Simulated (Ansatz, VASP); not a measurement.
## Al2O3 in VASP and in Ansatz

POSCAR

```
Al2O3
1.0
    4.6289547859      0.0000000000      0.0000000000
    0.0000000000      9.6087998337      0.0000000000
    0.0000000000      0.0000000000      2.9954281795
Al O
4 6
Direct
    0.4327302755      0.3293172723      0.5000000000
    0.5672697245      0.6706827277      0.5000000000
    0.9327302755      0.1706827277      0.0000000000
    0.0672697245      0.8293172723      0.0000000000
    0.7567086390      0.2272481779      0.5000000000
    0.0000000000      0.0000000000      0.0000000000
    0.7432913610      0.7272481779      0.0000000000
    0.2567086390      0.2727518221      0.0000000000
    0.2432913610      0.7727518221      0.5000000000
    0.5000000000      0.5000000000      0.5000000000
```

INCAR.step1

```
SYSTEM = Al2O3
ALGO     = Normal         ! electronic algorithm
EDIFF    = 1E-4           ! SCF threshold, eV
ENCUT    = 520            ! plane-wave cutoff, eV
GGA      = PE             ! functional
ISMEAR   = 0              ! smearing method
LASPH    = .TRUE.         ! aspherical terms in the spheres
LCHARG   = .FALSE.        ! write CHGCAR
LREAL    = .FALSE.        ! projectors in reciprocal space
LWAVE    = .TRUE.         ! write WAVECAR
NBANDS   = 35             ! bands
NELM     = 100            ! most SCF steps
PREC     = Accurate       ! precision mode
SIGMA    = 0.05           ! smearing width, eV
```

INCAR.step2

```
SYSTEM = Al2O3
ALGO     = Normal         ! electronic algorithm
EDIFF    = 1E-6           ! SCF threshold, eV
ENCUT    = 520            ! plane-wave cutoff, eV
ISIF     = 2              ! what is computed and relaxed
ISMEAR   = 0              ! smearing method
ISTART   = 1            
LASPH    = .TRUE.         ! aspherical terms in the spheres
LCHARG   = .FALSE.        ! write CHGCAR
LMIXTAU  = .TRUE.       
LREAL    = .FALSE.        ! projectors in reciprocal space
LWAVE    = .FALSE.        ! write WAVECAR
METAGGA  = R2SCAN         ! meta-GGA
NBANDS   = 35             ! bands
NELM     = 100            ! most SCF steps
PREC     = Accurate       ! precision mode
SIGMA    = 0.05           ! smearing width, eV
```

KPOINTS

```
k-points
0
G
  6 4 8
  0 0 0
```

Input for Ansatz:

```yaml
crystal:
  lattice:
    - [4.6289547859, 0.0, 0.0]
    - [0.0, 9.6087998337, 0.0]
    - [0.0, 0.0, 2.9954281795]
  atoms:
    - { symbol: Al, position: [0.4327302755, 0.3293172723, 0.5] }
    - { symbol: Al, position: [0.5672697245, 0.6706827277, 0.5] }
    - { symbol: Al, position: [0.9327302755, 0.1706827277, 0.0] }
    - { symbol: Al, position: [0.0672697245, 0.8293172723, 0.0] }
    - { symbol: O, position: [0.756708639, 0.2272481779, 0.5] }
    - { symbol: O, position: [0.0, 0.0, 0.0] }
    - { symbol: O, position: [0.743291361, 0.7272481779, 0.0] }
    - { symbol: O, position: [0.256708639, 0.2727518221, 0.0] }
    - { symbol: O, position: [0.243291361, 0.7727518221, 0.5] }
    - { symbol: O, position: [0.5, 0.5, 0.5] }
basis:
  ecutwfc: 500
kpoints:
  mp_grid: { grid: [6, 4, 8] }
hamiltonian:
  xc: r2scan
scf:
  occupations: { method: gaussian, width: 0.05 }
output:
  forces: true
  stress: true
  eigenvalues: true
```

Change from the starting cell: mode 4 (63.8 1/cm) frozen in, largest displacement -0.120 Å.

Alike in both runs: task single point; functional r2SCAN; k mesh 6 × 4 × 8; occupations gaussian, width 0.05 eV; no spin polarisation.

|  | VASP | Ansatz |
| --- | --- | --- |
| version | VASP 6.6.1 | Ansatz 0.2.0 |
| potentials or method | VASP PAW PBE potentials, release 64 (Al, O), cutoff 520 eV | scalar-relativistic, plane waves, PAW |
| valence electrons in the cell | 48 | 48 |

```csv
,VASP,Ansatz,Ansatz less VASP
gap on the k mesh at the Fermi level (eV),4.15,4.16,+0.004
least direct gap on the mesh (eV),4.15,4.16,+0.004
pressure (GPa),1.4,1.4,+0.04
"traceless stress, the component that is largest in VASP (GPa)",-0.44,-0.25,+0.182
rms of the force components (eV/Å),0.013,0.020,+0.0065
```

VASP's potentials were made for PBE, not for r2SCAN. Atom by atom the forces differ by 0.021 eV/Å (rms over components). With one functional, cell and mesh, what is left measures potentials, basis and numerics.
